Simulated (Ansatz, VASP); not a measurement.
# AlO6 in VASP and in Ansatz

```xyz
7
Lattice="2.8464 0.0000 0.0000 -1.4232 2.4651 0.0000 0.0000 0.0000 12.3720" Properties=species:S:1:pos:R:3 pbc="T T T"
Al    0.0000    0.0000    0.0000
O     0.0000    1.6434    7.7083
O     0.0000    1.6434    8.9189
O     1.4232    0.8217    4.6637
O     1.4232    0.8217    3.4532
O     1.4232    0.8217   11.4450
O     0.0000    1.6434    0.9271
```

Alike in both runs: functional PBE; k mesh 6 × 6 × 2; occupations gaussian, width 0.2 eV; no spin polarisation.

Ansatz relaxed the structure, and its values are those at the end. VASP's run is a single point on that final structure, the one shown.

|  | VASP | Ansatz |
| --- | --- | --- |
| version | VASP 6.6.1 | Ansatz 0.2.0 |
| potentials or method | VASP PAW PBE potentials, release 64 (Al, O), cutoff 520 eV | scalar-relativistic, plane waves, PAW |
| valence electrons in the cell | 39 | 39 |

Ansatz gave:

- gap on the k mesh at the Fermi level (eV): none
- pressure (GPa): 0.1
- rms of the force components (eV/Å): 0.012

**Question.** Which values does VASP return?

**Answer.** gap on the k mesh at the Fermi level (eV): none; pressure (GPa): 1.8; rms of the force components (eV/Å): 0.569.

A gap of «none» marks a metal or a gap that the smearing closes.

The k mesh is coarse, so the values compare programs but aren't converged. Noted on VASP's run: the standard files for N, O and F lose accuracy on very short bonds.
